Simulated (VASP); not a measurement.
A run of VASP 6.6.1 is set up as follows.

The input POSCAR:

```
Ta2CN
1.0
    3.1256471220      0.0000000000      0.0000000000
    0.0000000000      3.1256471220      0.0000000000
    0.0000000000      0.0000000000      4.4277816489
Ta C N
2 1 1
Direct
    0.0000000000      0.0000000000      0.0000000000
    0.5000000000      0.5000000000      0.5000000000
    0.0000000000      0.0000000000      0.5000000000
    0.5000000000      0.5000000000      0.0000000000
```

INCAR.step1

```
PREC = Accurate ; ENCUT = 520
ISMEAR = 1 ; SIGMA = 0.1
LREAL = False ; LASPH = True
NELM = 80 ; NBANDS = 24
GGA = PE ; ALGO = Normal
EDIFF = 1E-4 ; LWAVE = True
LCHARG = False
```

The input INCAR.step2:

```
PREC = Accurate ; ENCUT = 520
EDIFF = 1E-6 ; ISMEAR = 1
SIGMA = 0.1 ; LREAL = False
LASPH = True ; NELM = 80
ALGO = Normal ; ISIF = 2
LWAVE = False ; LCHARG = False
METAGGA = R2SCAN ; LMIXTAU = True
NBANDS = 24 ; ISTART = 1
```

KPOINTS

```
Automatic mesh
0
Gamma
  7 7 5
```

Potentials or basis: VASP PAW PBE potentials, release 64 (Ta_pv, C, N).

The run is started by

```sh
$ cat potpaw_PBE.64/Ta_pv/POTCAR potpaw_PBE.64/C/POTCAR potpaw_PBE.64/N/POTCAR > POTCAR
$ cp INCAR.step1 INCAR
$ mpirun -np 1 vasp_std > vasp.out
$ cp INCAR.step2 INCAR
$ mpirun -np 1 vasp_std > vasp.out
```

Task: What does it give for the pressure?

Result: 3.2 GPa.

Stress tensor (GPa, compression positive):
```
2.75 0.00 0.00
0.00 2.75 0.00
0.00 0.00 4.12
```

Caveat: the PAW data sets were made with another functional, which shifts forces and pressure a little.
